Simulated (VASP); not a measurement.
AsSe2, 3 atoms in the cell. The structure is tetragonal, space group I4/mmm (No. 139). The conventional cell has a = 3.515 Å, b = 3.515 Å, c = 10.142 Å, α = 90.00°, β = 90.00°, γ = 90.00°. Within 3.8 Å of As (site symmetry 4/mmm) lie 10 Se at 2.89 to 3.60 Å and 4 As at 3.51 Å. Se (site symmetry 4mm) has 5 As at 2.89 to 3.60 Å and 9 Se at 2.94 to 3.51 Å within 3.8 Å. The cell was built from a structure type or drawn by symmetry, and may not be a known phase.

```yaml
Program: VASP 6.6.1
Task: single point
Functional: PBE
Potentials_or_basis: VASP PAW PBE potentials, release 64 (As, Se)
Cutoff: 520 eV
k_mesh: 6 × 6 × 6
Occupations: gaussian, width 0.1 eV
Spin: no spin polarisation
Dipole_correction: no
Further_INCAR_settings: ALGO = Normal; EDIFF = 1e-06; NBANDS = 16
```

Potentials or basis: VASP PAW PBE potentials, release 64 (As, Se).

The run is started by

```bash
$ cat potpaw_PBE.64/As/POTCAR potpaw_PBE.64/Se/POTCAR > POTCAR
$ mpirun -np 1 vasp_std > vasp.out
```

Hardware: 1 thread of Intel(R) Xeon(R) 6975P-C (Granite Rapids) (shared host).

Problem. How long does it take, and how much memory?

Solution. Wall time 25 s on 1 thread of Intel(R) Xeon(R) 6975P-C (Granite Rapids), on a shared host, peak memory 0.25 GiB. Counts: scf iterations 11, k points 30.
